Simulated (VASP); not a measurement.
# AlNi (Cm) in VASP: notebook

Runs on AlNi. Level: PBEsol. Tasks: single point.

All numbers are computed with VASP 6.6.1; they aren't measurements. Logs are shortened: lines on timing, memory, paths and dates and some standing lists are left out, and cuts for length are marked.

## (1) The cell of the first run

It takes space group Cm (No. 8, monoclinic). Conventional cell: a = 4.047 Å, b = 4.047 Å, c = 10.634 Å, α = 90.00°, β = 95.46°, γ = 90.00°. Within 3.3 Å of Al (site symmetry m) lie 4 Ni at 2.48 Å and 5 Al at 2.86 Å. Within 3.3 Å of Al (site symmetry m) lie 8 Ni at 2.48 Å and 6 Al at 2.86 Å. Within 3.3 Å of Al (site symmetry m) lie 8 Ni at 2.48 Å and 5 Al at 2.86 Å. Ni (site symmetry m) has 4 Al at 2.48 Å and 5 Ni at 2.86 Å within 3.3 Å. Ni (site symmetry m) has 8 Al at 2.48 Å and 5 Ni at 2.86 Å within 3.3 Å. Ni (site symmetry m) has 8 Al at 2.48 Å and 6 Ni at 2.86 Å within 3.3 Å.

## (2) Single point, PBEsol

Contents of INCAR:

```
PREC = Accurate
ENCUT = 520
EDIFF = 1E-7
ISMEAR = 0
SIGMA = 0.15
LREAL = False
LASPH = True
NELM = 100
ALGO = Fast
ISIF = 2
LWAVE = False
LCHARG = False
GGA = PS
NBANDS = 28
```

Contents of KPOINTS:

```
Automatic mesh
0
Gamma
  15 15 5
```

Contents of POSCAR:

```
AlNi
1.0
    0.0000000000     -2.8618233747      0.0000000000
    0.0000000000      0.0000000000     -2.8618233747
   10.5854701242     -0.7154558437     -0.7154558437
Al Ni
3 3
Direct
    0.9831028798     -0.0168971202      0.0675884807
    0.9155143991     -0.0844856009      0.3379424037
    0.8479259183     -0.1520740817      0.6082963267
    0.3141316779      0.3141316779      0.7434732882
    0.4493086394      0.4493086394      0.2027654422
    0.3817201587      0.3817201587      0.4731193652
```

Potentials or basis: VASP PAW PBE potentials, release 64 (Al, Ni).

On the command line:

```console
> cat potpaw_PBE.64/Al/POTCAR potpaw_PBE.64/Ni/POTCAR > POTCAR
> mpirun -np 1 vasp_std > vasp.out
```

OUTCAR:

```text
PREC = Accurate
   ENCUT = 520
   EDIFF = 1E-7
   ISMEAR = 0
   LREAL = False
   LASPH = True
   NELM = 100
   ISIF = 2
   GGA = PS

 ion  position               nearest neighbor table
   1  0.983  0.983  0.068-   5 2.48   5 2.48   5 2.48   5 2.48   2 2.86
   2  0.916  0.916  0.338-   5 2.48   6 2.48   6 2.48   5 2.48   6 2.48   5 2.48   6 2.48   5 2.48
                             1 2.86   3 2.86
   3  0.848  0.848  0.608-   4 2.48   6 2.48   6 2.48   4 2.48   4 2.48   6 2.48   6 2.48   4 2.48
                             2 2.86
   4  0.314  0.314  0.743-   3 2.48   3 2.48   3 2.48   3 2.48   6 2.86
   5  0.449  0.449  0.203-   2 2.48   1 2.48   1 2.48   1 2.48   2 2.48   2 2.48   1 2.48   2 2.48
                             6 2.86
   6  0.382  0.382  0.473-   2 2.48   3 2.48   2 2.48   3 2.48   3 2.48   2 2.48   2 2.48   3 2.48
                             5 2.86   4 2.86

  LATTYP: Found a base centered monoclinic cell.
 ALAT       =     4.0472294296
 B/A-ratio  =     1.0000000000
 C/A-ratio  =     2.6274064599
 COS(beta)  =    -0.0951508660

  Lattice vectors:

 A1 = (   0.0000000000,   2.8618233747,   0.0000000000)
 A2 = (   0.0000000000,   0.0000000000,   2.8618233747)
 A3 = (  10.5854701242,  -0.7154558437,  -0.7154558437)

Analysis of symmetry for initial positions (statically):
=====================================================================
 Subroutine PRICEL returns:
 Original cell was already a primitive cell.

 Routine SETGRP: Setting up the symmetry group for a
 base centered monoclinic supercell.

 Subroutine GETGRP returns: Found  2 space group operations
 (whereof  2 operations were pure point group operations)
 out of a pool of  4 trial point group operations.

The static configuration has the point symmetry C_1h.

Analysis of symmetry for dynamics (positions and initial velocities):
=====================================================================
 Subroutine PRICEL returns:
 Original cell was already a primitive cell.

 Routine SETGRP: Setting up the symmetry group for a
 base centered monoclinic supercell.

 Subroutine GETGRP returns: Found  2 space group operations
 (whereof  2 operations were pure point group operations)
 out of a pool of  4 trial point group operations.

The dynamic configuration has the point symmetry C_1h.

 Subroutine INISYM returns: Found  2 space group operations
 (whereof  2 operations are pure point group operations),
[... 101 lines left out ...]
   LASPH  =      T    aspherical Exc in radial PAW
   ENCUT  =  520.0 eV  38.22 Ry    6.18 a.u.   5.32  5.32 19.77*2*pi/ulx,y,z
   NELM   =    100;   NELMIN=  2; NELMDL= -5     # of ELM steps
   EDIFF  = 0.1E-06   stopping-criterion for ELM
   LREAL  =      F    real-space projection
   EDIFFG = 0.1E-05   stopping-criterion for IOM
   NSW    =      0    number of steps for IOM
   IBRION =     -1    ionic relax: 0-MD 1-quasi-New 2-CG
   NFREE  =      0    steps in history (QN), initial steepest desc. (CG)
   ISIF   =      2    stress and relaxation
   ISYM   =      2    0-nonsym 1-usesym 2-fastsym
   POTIM  = 0.5000    time-step for ionic-motion
   TEBEG  =    0.0;   TEEND  =   0.0 temperature during run
   PSTRESS=    0.0 pullay stress
   NELECT =      39.0000    total number of electrons
   NUPDOWN=      -1.0000    fix difference up-down
   EMIN   =  10.00;   EMAX   =-10.00  energy-range for DOS
   EFERMI =   0.00;   METHOD = LEGACY
   ISMEAR =     0;   SIGMA  =   0.15  broadening in eV -4-tet -1-fermi 0-gaus
   EFERMI_NEDOS =   21; number of points for ismear=-14 and -15
   IALGO  =     68    algorithm
   IMIX   =      4    mixing-type and parameters
     AMIX     =   0.40;   BMIX     =  1.00
     AMIX_MAG =   1.60;   BMIX_MAG =  1.00
  volume/ion in A,a.u.               =      14.45        97.51
  Fermi-wavevector in a.u.,A,eV,Ry     =   1.254386  2.370445 21.408543  1.573484
  Thomas-Fermi vector in A             =   2.388193
   LORBIT       =      0    0 simple, 1 ext, 2 COOP (PROOUT), +10 PAW based schemes
   GGA     = PS    functional components
   LHFCALC =     F    Hartree Fock is set to
   AEXX    =    0.0000 exact exchange contribution
   IVDW    =     0    specifies the selected vdW correction
   LEPSILON=     F    determine dielectric tensor
   LRPA    =     F    only Hartree local field effects (RPA)
 non-spin polarized calculation
 RMM-DIIS sequential band-by-band and
 Gauss-broadening in eV      SIGMA  =   0.15
  energy-cutoff  :      520.00
  volume of cell :       86.70
 maximum number of plane-waves:      2361
 NGX is ok and might be reduce to    24
   NGX = 11   NGY = 11   NGZ = 39

 number of electron      39.0000008 magnetization

 Free energy of the ion-electron system (eV)
  ---------------------------------------------------
  ext. energy  EPLUGINS =         0.00000000
  ---------------------------------------------------
  free energy    TOTEN  =       -32.57702754 eV

  energy without entropy =      -32.54300216  energy(sigma->0) =      -32.56001485

 E-fermi :   7.4854     XC(G=0): -11.0532

 val. band max:        7.4815447708   @ k =  -0.3333   0.0667  -0.0000
 cond. band min:       7.4880818132   @ k =   0.3333   0.2000   0.2000
 fundamental gap:      0.0065370424
 Fermi energy:         7.4853891287

 k-point     1 :       0.0000    0.0000    0.0000
  band No.  band energies     occupation
      1      -3.3619      2.00000
      2      -1.9925      2.00000
      3      -0.2639      2.00000
      4       2.2777      2.00000
      5       3.5459      2.00000
      6       4.2168      2.00000
[... 733 lines left out ...]
     27      13.4101      0.00000
     28      14.8707      0.00000

 [... further k-points ...]
[... 5 lines left out ...]
  --------------------------------------------------------------------------------------
  -------------------------------------------------------------------------------------
  Total       -3.4440838     -3.0941220     -3.0941220     -0.0330867      0.0041527     -0.0330867
  in kB      -63.6485463    -57.1810605    -57.1810605     -0.6114611      0.0767440     -0.6114603
  external PRESSURE =     -59.3368891 kB  Pullay stress =       0.0000000 kB

 VOLUME and BASIS-vectors are now :
 -----------------------------------------------------------------------------
  energy-cutoff  :      520.00
  volume of cell :       86.70
      direct lattice vectors                 reciprocal lattice vectors
     0.000000000 -2.861823375  0.000000000    -0.023617279 -0.349427574  0.000000000
     0.000000000  0.000000000 -2.861823375    -0.023617279  0.000000000 -0.349427574
    10.585470124 -0.715455844 -0.715455844     0.094469116  0.000000000  0.000000000

 POSITION                                       TOTAL-FORCE (eV/Angst)
 -----------------------------------------------------------------------------------
      0.71546     -2.86182     -2.86182        -0.452937     -0.013353     -0.013353
      3.57728     -2.86182     -2.86182         0.105091      0.001832      0.001832
      6.43910     -2.86182     -2.86182         0.911041     -0.008709     -0.008709
      7.87001     -1.43091     -1.43091        -0.031504      0.028469      0.028469
      2.14637     -1.43091     -1.43091        -0.358407     -0.006595     -0.006595
      5.00819     -1.43091     -1.43091        -0.173283     -0.001644     -0.001644
 -----------------------------------------------------------------------------------
    total drift:                               -0.000992      0.000354      0.000354

  FREE ENERGIE OF THE ION-ELECTRON SYSTEM (eV)
  ---------------------------------------------------
  free  energy   TOTEN  =       -32.5770275449 eV

  energy  without entropy=      -32.5430021625  energy(sigma->0) =      -32.56001485
```

Wall time 6.4 min (1 thread of Intel Xeon 6975P-C (Granite Rapids), shared host); peak memory 0.65 GiB.

What came out:

| Quantity | Value |
| --- | --- |
| Free energy | -32.5770 eV |
| Pressure | -5.9 GPa |
| Largest force | 0.911 eV/Å |

Forces in eV/Å, atoms in the order of the input:
```
Al  -0.453 -0.013 -0.013
Al   0.105  0.002  0.002
Al   0.911 -0.009 -0.009
Ni  -0.032  0.028  0.028
Ni  -0.358 -0.007 -0.007
Ni  -0.173 -0.002 -0.002
```

Levels at points of the mesh, in eV from the Fermi level:
| k point | band 16 | band 17 | band 18 | band 19 | band 20 | band 21 | band 22 | band 23 |
| --- | --- | --- | --- | --- | --- | --- | --- | --- |
| (0.00, 0.00, 0.00) | -1.45 | -0.95 | -0.95 | -0.59 | -0.39 | 2.97 | 3.55 | 6.08 |

Caveat: the PAW data sets were made with another functional, which shifts forces and pressure a little.

## (3) Single point, PBEsol

Contents of INCAR:

```
SYSTEM = AlNi
ALGO     = Fast           ! electronic algorithm
EDIFF    = 1E-7           ! SCF threshold, eV
ENCUT    = 520            ! plane-wave cutoff, eV
GGA      = PS             ! functional
ISIF     = 2              ! what is computed and relaxed
ISMEAR   = 0              ! smearing method
LASPH    = .True.         ! aspherical terms in the spheres
LCHARG   = .False.        ! write CHGCAR
LREAL    = .False.        ! projectors in reciprocal space
LWAVE    = .False.        ! write WAVECAR
NBANDS   = 28             ! bands
NELM     = 60             ! most SCF steps
PREC     = Accurate       ! precision mode
SIGMA    = 0.15           ! smearing width, eV
```

Contents of KPOINTS:

```
k-points
0
Gamma
  15 15 5
  0 0 0
```

Contents of POSCAR:

```
AlNi
1.0
    0.0000000000     -2.8618233747      0.0000000000
    0.0000000000      0.0000000000     -2.8618233747
   10.5854701242     -1.1924264061     -1.1924264061
Al Ni
3 3
Direct
    0.9718381330     -0.0281618670      0.0675884807
    0.8591906651     -0.1408093349      0.3379424037
    0.7465431972     -0.2534568028      0.6082963267
    0.1902194632      0.1902194632      0.7434732882
    0.4155143991      0.4155143991      0.2027654422
    0.3028669312      0.3028669312      0.4731193652
```

Potentials or basis: VASP PAW PBE potentials, release 64 (Al, Ni).

On the command line:

```console
> cat potpaw_PBE.64/Al/POTCAR potpaw_PBE.64/Ni/POTCAR > POTCAR
> mpirun -np 1 vasp_std > vasp.out
```

OUTCAR:

```text
SYSTEM = AlNi
   EDIFF = 1E-7
   ENCUT = 520
   GGA = PS
   ISIF = 2
   ISMEAR = 0
   LASPH = .True.
   LREAL = .False.
   NELM = 60
   PREC = Accurate

 ion  position               nearest neighbor table
   1  0.972  0.972  0.068-   5 2.48   5 2.48   5 2.48   5 2.48   2 2.86
   2  0.859  0.859  0.338-   6 2.48   5 2.48   6 2.48   6 2.48   5 2.48   5 2.48   5 2.48   6 2.48
                             1 2.86   3 2.86
   3  0.747  0.747  0.608-   6 2.48   4 2.48   4 2.48   6 2.48   4 2.48   6 2.48   4 2.48   6 2.48
                             2 2.86
   4  0.190  0.190  0.743-   3 2.48   3 2.48   3 2.48   3 2.48   6 2.86
   5  0.416  0.416  0.203-   1 2.48   2 2.48   1 2.48   1 2.48   2 2.48   2 2.48   2 2.48   1 2.48
                             6 2.86
   6  0.303  0.303  0.473-   2 2.48   3 2.48   2 2.48   2 2.48   3 2.48   3 2.48   3 2.48   2 2.48
                             5 2.86   4 2.86

  LATTYP: Found a base centered monoclinic cell.
 ALAT       =     4.0472294296
 B/A-ratio  =     1.0000000000
 C/A-ratio  =     2.6484666916
 COS(beta)  =    -0.1573237330

  Lattice vectors:

 A1 = (   0.0000000000,   2.8618233747,   0.0000000000)
 A2 = (   0.0000000000,   0.0000000000,   2.8618233747)
 A3 = (  10.5854701242,  -1.1924264061,  -1.1924264061)

Analysis of symmetry for initial positions (statically):
=====================================================================
 Subroutine PRICEL returns:
 Original cell was already a primitive cell.

 Routine SETGRP: Setting up the symmetry group for a
 base centered monoclinic supercell.

 Subroutine GETGRP returns: Found  2 space group operations
 (whereof  2 operations were pure point group operations)
 out of a pool of  4 trial point group operations.

The static configuration has the point symmetry C_1h.

Analysis of symmetry for dynamics (positions and initial velocities):
=====================================================================
 Subroutine PRICEL returns:
[... 134 lines left out ...]
   IALGO  =     68    algorithm
   IMIX   =      4    mixing-type and parameters
     AMIX     =   0.40;   BMIX     =  1.00
     AMIX_MAG =   1.60;   BMIX_MAG =  1.00
  volume/ion in A,a.u.               =      14.45        97.51
  Fermi-wavevector in a.u.,A,eV,Ry     =   1.254386  2.370445 21.408543  1.573484
  Thomas-Fermi vector in A             =   2.388193
   LORBIT       =      0    0 simple, 1 ext, 2 COOP (PROOUT), +10 PAW based schemes
   GGA     = PS    functional components
   LHFCALC =     F    Hartree Fock is set to
   AEXX    =    0.0000 exact exchange contribution
   IVDW    =     0    specifies the selected vdW correction
   LEPSILON=     F    determine dielectric tensor
   LRPA    =     F    only Hartree local field effects (RPA)
 non-spin polarized calculation
 RMM-DIIS sequential band-by-band and
 Gauss-broadening in eV      SIGMA  =   0.15
  energy-cutoff  :      520.00
  volume of cell :       86.70
 maximum number of plane-waves:      2362
 NGX is ok and might be reduce to    24
   NGX = 11   NGY = 11   NGZ = 39

 number of electron      39.0000006 magnetization

 Free energy of the ion-electron system (eV)
  ---------------------------------------------------
  ext. energy  EPLUGINS =         0.00000000
  ---------------------------------------------------
  free energy    TOTEN  =       -32.59035579 eV

  energy without entropy =      -32.55827302  energy(sigma->0) =      -32.57431441

 E-fermi :   7.4607     XC(G=0): -11.0518

 val. band max:        7.4590793574   @ k =   0.4667   0.2667   0.4000
 cond. band min:       7.4636846664   @ k =   0.3333   0.0667   0.2000
 fundamental gap:      0.0046053091
 Fermi energy:         7.4606733171

 k-point     1 :       0.0000    0.0000    0.0000
  band No.  band energies     occupation
      1      -3.3817      2.00000
      2      -2.0066      2.00000
      3      -0.2713      2.00000
      4       2.2667      2.00000
      5       3.5380      2.00000
      6       4.1963      2.00000
[... 733 lines left out ...]
     27      13.3948      0.00000
     28      14.8730      0.00000

 [... further k-points ...]
[... 5 lines left out ...]
  --------------------------------------------------------------------------------------
  -------------------------------------------------------------------------------------
  Total       -3.4801673     -3.0302248     -3.0302248     -0.0206168     -0.0020124     -0.0206167
  in kB      -64.3153883    -56.0002054    -56.0002054     -0.3810102     -0.0371903     -0.3810084
  external PRESSURE =     -58.7719330 kB  Pullay stress =       0.0000000 kB

 VOLUME and BASIS-vectors are now :
 -----------------------------------------------------------------------------
  energy-cutoff  :      520.00
  volume of cell :       86.70
      direct lattice vectors                 reciprocal lattice vectors
     0.000000000 -2.861823375  0.000000000    -0.039362131 -0.349427574  0.000000000
     0.000000000  0.000000000 -2.861823375    -0.039362131  0.000000000 -0.349427574
    10.585470124 -1.192426406 -1.192426406     0.094469116  0.000000000  0.000000000

 POSITION                                       TOTAL-FORCE (eV/Angst)
 -----------------------------------------------------------------------------------
      0.71546     -2.86182     -2.86182        -0.501828     -0.006237     -0.006237
      3.57728     -2.86182     -2.86182         0.097626      0.001123      0.001123
      6.43910     -2.86182     -2.86182         0.905356     -0.004710     -0.004710
      7.87001     -1.43091     -1.43091        -0.012014      0.014298      0.014298
      2.14637     -1.43091     -1.43091        -0.313592     -0.003604     -0.003604
      5.00819     -1.43091     -1.43091        -0.175548     -0.000870     -0.000870
 -----------------------------------------------------------------------------------
    total drift:                                0.000028     -0.000274     -0.000274

  FREE ENERGIE OF THE ION-ELECTRON SYSTEM (eV)
  ---------------------------------------------------
  free  energy   TOTEN  =       -32.5903557931 eV

  energy  without entropy=      -32.5582730212  energy(sigma->0) =      -32.57431441
```

stdout:

```text
POSCAR found type information on POSCAR AlNi
 POSCAR found :  2 types and       6 ions
 scaLAPACK will be used
 -----------------------------------------------------------------------------
|                                                                             |
|                                                                             |
|     You enforced a specific xc type in the INCAR file but a different       |
|     I HOPE YOU KNOW WHAT YOU ARE DOING!                                     |
|                                                                             |
 -----------------------------------------------------------------------------

 LDA part: xc-table for (Slater+PW92), standard interpolation
 POSCAR, INCAR and KPOINTS ok, starting setup
 FFT: planning ... GRIDC
 FFT: planning ... GRID_SOFT
 FFT: planning ... GRID
 WAVECAR not read
 entering main loop
```

Run time: 6.6 min. Hardware: 1 thread of Intel Xeon 6975P-C (Granite Rapids), shared host; peak memory 0.65 GiB.

Results:

* Free energy: -32.5904 eV
* Pressure: -5.9 GPa
* Largest force: 0.905 eV/Å

Forces on the atoms (eV/Å):
```
Al  -0.502 -0.006 -0.006
Al   0.098  0.001  0.001
Al   0.905 -0.005 -0.005
Ni  -0.012  0.014  0.014
Ni  -0.314 -0.004 -0.004
Ni  -0.176 -0.001 -0.001
```

Levels at points of the mesh, in eV from the Fermi level:
| k point | band 16 | band 17 | band 18 | band 19 | band 20 | band 21 | band 22 | band 23 |
| --- | --- | --- | --- | --- | --- | --- | --- | --- |
| (0.00, 0.00, 0.00) | -1.46 | -0.96 | -0.96 | -0.60 | -0.39 | 3.01 | 3.58 | 6.09 |

Caveat: the PAW data sets were made with another functional, which shifts forces and pressure a little. Spin polarisation is off, so any magnetic state and its effect on volume and gap are missing.
